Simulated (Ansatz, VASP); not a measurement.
**One calculation of ZnO, two programs**

The input INCAR:

```
ALGO     = Normal         # electronic algorithm
EDIFF    = 1E-6           # SCF threshold, eV
ENCUT    = 520            # plane-wave cutoff, eV
ISIF     = 2              # what is computed and relaxed
ISMEAR   = 0              # smearing method
LASPH    = True           # aspherical terms in the spheres
LCHARG   = False          # write CHGCAR
LREAL    = False          # projectors in reciprocal space
LWAVE    = False          # write WAVECAR
NBANDS   = 26             # bands
NELM     = 100            # most SCF steps
PREC     = Accurate       # precision mode
SIGMA    = 0.01           # smearing width, eV
```

The input KPOINTS:

```
k-points
0
Gamma
  9 9 6
```

Contents of POSCAR:

```
ZnO
1.0
    3.2309097002      0.0000000000      0.0000000000
   -1.6154548501      2.7980498777      0.0000000000
    0.0000000000      0.0000000000      5.2156080707
Zn O
2 2
Direct
    0.3333333333      0.6666666667     -0.0529470019
    0.6666666667      0.3333333333      0.4470529981
    0.3333333333      0.6666666667      0.4349470019
    0.6666666667      0.3333333333      0.9349470019
```

Input for Ansatz:

```yaml
crystal:
  lattice:
    - [3.2309097002, 0.0, 0.0]
    - [-1.6154548501, 2.7980498777, 0.0]
    - [0.0, 0.0, 5.2156080707]
  atoms:
    - { symbol: Zn, position: [0.3333333333, 0.6666666667, -0.0529470019] }
    - { symbol: Zn, position: [0.6666666667, 0.3333333333, 0.4470529981] }
    - { symbol: O, position: [0.3333333333, 0.6666666667, 0.4349470019] }
    - { symbol: O, position: [0.6666666667, 0.3333333333, 0.9349470019] }
basis:
  ecutwfc: 420
  xc_grid: 2
kpoints:
  mp_grid: { grid: [9, 9, 6] }
hamiltonian:
  xc: lda
  pseudopotentials: { kind: paw, azcp: { folder: soft_1 } }
scf:
  occupations: { method: fixed }
output:
  forces: true
  stress: true
  eigenvalues: true
  polarization: {}
```

Change from the starting cell: polar distortion scaled by 0.10.

Alike in both runs: task single point; functional LDA; k mesh 9 × 9 × 6; no spin polarisation.

```csv
,VASP,Ansatz
version,VASP 6.6.1,Ansatz 0.2.0
potentials or method,"VASP PAW LDA potentials, release 64 (Zn, O), cutoff 520 eV","scalar-relativistic, plane waves, PAW"
occupations,"gaussian, width 0.01 eV",fixed
valence electrons in the cell,36,36
```

|  | VASP | Ansatz | Ansatz less VASP |
| --- | --- | --- | --- |
| gap on the k mesh at the Fermi level (eV) | 0.88 | 0.86 | -0.024 |
| least direct gap on the mesh (eV) | 0.88 | 0.86 | -0.024 |
| pressure (GPa) | 2.4 | 1.2 | -1.21 |
| traceless stress, the component that is largest in VASP (GPa) | -9.70 | -8.50 | +1.200 |
| rms of the force components (eV/Å) | 0.087 | 0.083 | -0.0040 |

Ansatz warns that its potentials were made for another functional, while VASP's fit it. LDA's correlation is that of Perdew and Zunger in VASP and of Perdew and Wang (1992) in Ansatz. Atom by atom the forces differ by 0.004 eV/Å (rms over components).
